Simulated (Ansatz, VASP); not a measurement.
# CaS: VASP beside Ansatz

Contents of POSCAR:

```
CaS
1.0
    2.8190261411      2.8190261411      0.0000000000
   -2.8190261411      2.8190261411      0.0000000000
    0.0000000000      2.8190261411      2.8190261411
Ca S
1 1
Direct
    0.0000000000      0.0000000000      0.0000000000
    0.5000000000      0.5000000000      0.0000000000
```

INCAR.step1

```
PREC = Accurate
ENCUT = 550
ISMEAR = 0
SIGMA = 0.01
LREAL = F
LASPH = T
NELM = 120
NBANDS = 15
GGA = PE
ALGO = Normal
EDIFF = 1E-5
LWAVE = T
LCHARG = F
GGA_COMPAT = F
```

INCAR.step2

```
PREC = Accurate
ENCUT = 550
EDIFF = 1E-6
ISMEAR = 0
SIGMA = 0.01
LREAL = F
LASPH = T
NELM = 120
ALGO = Normal
ISIF = 2
LWAVE = F
LCHARG = T
METAGGA = R2SCAN
LMIXTAU = T
LELF = T
LVHAR = T
NBANDS = 15
ISTART = 1
GGA_COMPAT = F
```

The input KPOINTS:

```
regular mesh
0
Gamma
  8 8 8
```

Input for Ansatz:

```yaml
crystal:
  lattice:
    - [2.81902614107, 2.81902614107, 0.0]
    - [-2.81902614107, 2.81902614107, 0.0]
    - [0.0, 2.81902614107, 2.81902614107]
  atoms:
    - { symbol: Ca, position: [0.0, 0.0, 0.0] }
    - { symbol: S, position: [0.5, 0.5, 0.0] }
kpoints:
  mp_grid: { grid: [8, 8, 8] }
scf:
  occupations: { method: fixed }
  convergence: { dr2_threshold: 1.0e-10 }
hamiltonian:
  xc: r2scan
  pseudopotentials: { kind: paw }
output:
  forces: true
  stress: true
  eigenstates:
    kpoints:
      - [0.0, 0.0, 0.0]
      - [-0.5, 0.5, 0.0]
      - [-0.5, -0.5, -0.5]
      - [0.0, 0.0, -0.5]
      - [0.0, -0.5, -0.5]
      - [0.0, 0.5, 0.0]
      - [-0.5, 0.0, 0.0]
      - [-0.5, 0.0, -0.5]
  eigenvalues: true
```

Alike in both runs: task single point; functional r2SCAN; k mesh 8 × 8 × 8; no spin polarisation.

|  | VASP | Ansatz |
| --- | --- | --- |
| version | VASP 6.6.1 | Ansatz 0.2.0 |
| potentials or method | VASP PAW PBE potentials, release 64 (Ca_sv, S) | PAW with Ansatz's default frozen-core files, scalar-relativistic |
| plane-wave cutoff (eV) | 550 | 500 |
| occupations | gaussian, width 0.01 eV | fixed |
| valence electrons in the cell | 16 | 16 |

|  | VASP | Ansatz | Ansatz less VASP |
| --- | --- | --- | --- |
| gap on the k mesh at the Fermi level (eV) | 2.73 | 2.73 | -0.002 |
| pressure (GPa) | 2.3 | 2.0 | -0.34 |

VASP's potentials were made for PBE, not for r2SCAN.
